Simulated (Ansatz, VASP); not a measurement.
## Li in VASP and in Ansatz

Contents of INCAR:

```
ALGO = Normal
EDIFF = 1E-7
EDIFFG = -0.01
ENCUT = 600
GGA = PS
IBRION = 2
ISIF = 3
ISMEAR = 1
LASPH = True
LCHARG = False
LREAL = False
LWAVE = False
NELM = 100
NSW = 80
PREC = Accurate
SIGMA = 0.1
```

The input KPOINTS:

```
k-points
0
Gamma
  20 20 20
```

File POSCAR:

```
Li
1.0
    3.4500000000      0.0000000000      0.0000000000
    0.0000000000      3.4500000000      0.0000000000
    0.0000000000      0.0000000000      3.4500000000
Li
2
Direct
    0.0000000000      0.0000000000      0.0000000000
    0.5000000000      0.5000000000      0.5000000000
```

Input for Ansatz:

```yaml
crystal:
  lattice:
    - [3.45, 0.0, 0.0]
    - [0.0, 3.45, 0.0]
    - [0.0, 0.0, 3.45]
  atoms:
    - { symbol: Li, position: [0.0, 0.0, 0.0] }
    - { symbol: Li, position: [0.5, 0.5, 0.5] }
scf:
  occupations: { method: methfessel_paxton, width: 0.1 }
output:
  forces: true
  stress: true
  eigenvalues: true
  write_density: true
  write_potential: true
  elf: true
  volumetric_format: npy
kpoints:
  mp_grid: { grid: [20, 20, 20] }
hamiltonian:
  xc: pbesol
relax:
  f_tol: 0.01
  adjacent_minimum: "off"
  cell: { stress_tol: 0.05 }
```

Alike in both runs: task relaxation of cell and atoms; functional PBEsol; k mesh 20 × 20 × 20; occupations methfessel-paxton of order 1, width 0.1 eV; no spin polarisation.

|  | VASP | Ansatz |
| --- | --- | --- |
| version | VASP 6.6.1 | Ansatz 0.2.0 |
| potentials or method | VASP PAW PBE potentials, release 64 (Li_sv) | scalar-relativistic, plane waves, PAW |
| plane-wave cutoff (eV) | 600 | 420 |
| valence electrons in the cell | 6 | 6 |

Ansatz gave:

| Property | Result |
| --- | --- |
| gap on the k mesh at the Fermi level, each at its own relaxed structure (eV) | none |
| relaxed volume (Å³/atom) | 20.23 |
| relaxed length of the cell vector where the two differ most in proportion (Å) | 3.433 |

Q: What did VASP give for the same quantities?

A: gap on the k mesh at the Fermi level, each at its own relaxed structure (eV): none; relaxed volume (Å³/atom): 20.06; relaxed length of the cell vector where the two differ most in proportion (Å): 3.424.

VASP's potentials were made for PBE, not for PBEsol. A gap of «none» marks a metal or a gap that the smearing closes.

Noted on VASP's run: the cutoff is under 1.25 times that of the potentials, so the pressure is a little rough.
